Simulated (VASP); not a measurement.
A run of VASP 6.6.1 is set up as follows.

File INCAR:

```
SYSTEM = Ir
PREC = Accurate ; ENCUT = 520
EDIFF = 1E-7 ; ISMEAR = -1
SIGMA = 0.05 ; LREAL = .False.
LASPH = .True. ; NELM = 60
ALGO = Normal ; ISIF = 2
LWAVE = .False. ; LCHARG = .True.
GGA = PE ; LELF = .True.
LVHAR = .True. ; NBANDS = 16
```

KPOINTS

```
regular mesh
0
Gamma
  18 18 10
  0 0 0
```

POSCAR

```
Ir
1.0
    2.4497792463      0.0000000000      0.0000000000
   -1.2248896232      2.1215710610      0.0000000000
    0.0000000000      0.0000000000      3.9914679175
Ir
2
Direct
    0.3333333333      0.6666666667      0.2500000000
    0.6666666667      0.3333333333      0.7500000000
```

Potentials or basis: VASP PAW PBE potentials, release 64 (Ir).

Command:

```console
$ cat potpaw_PBE.64/Ir/POTCAR > POTCAR
$ mpirun -np 1 vasp_std > vasp.out
```

(1) Predict the pressure.

(2) What does it give for the band gap on the k mesh?

Results:

(1) 275.9 GPa.

(2) zero (bands 9 and 10 overlap by 5.60 eV).

Caveat: the cell stands under pressure; spin-orbit coupling is left out, which moves the levels of the heavy elements.
